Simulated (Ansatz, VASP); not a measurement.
## Bi2Se3 in VASP and in Ansatz

```xyz
5
Lattice="2.1121 1.2194 9.7325 -2.1121 1.2194 9.7325 0.0000 -2.4389 9.7325" Properties=species:S:1:pos:R:3 pbc="T T T"
Bi    0.0000    0.0000   17.4952
Bi    0.0000    0.0000   11.7024
Se    0.0000    0.0000   23.0165
Se    0.0000    0.0000    6.1811
Se    0.0000    0.0000    0.0000
```

Alike in both runs: task single point; functional PBE; k mesh 8 × 8 × 8; occupations fermi-dirac, width 0.05 eV; no spin polarisation.

|  | VASP | Ansatz |
| --- | --- | --- |
| version | VASP 6.6.1 | Ansatz 0.2.0 |
| potentials or method | VASP PAW PBE potentials, release 64 (Bi_d, Se) | SPMS NC |
| plane-wave cutoff (eV) | 520 | 816 |
| valence electrons in the cell | 48 | 78 |

```csv
,VASP,Ansatz,Ansatz less VASP
gap on the k mesh at the Fermi level (eV),0.25,0.25,-0.007
least direct gap on the mesh (eV),0.25,0.25,-0.007
pressure (GPa),-0.9,-0.9,+0.07
"traceless stress, the component that is largest in VASP (GPa)",0.06,0.02,-0.048
rms of the force components (eV/Å),0.093,0.088,-0.0048
```

Atom by atom the forces differ by 0.006 eV/Å (rms over components). VASP's potentials hold 48 valence electrons a cell and Ansatz's 78, so a difference there can come from the potentials and not from the codes.

Neither program's run includes spin-orbit coupling.
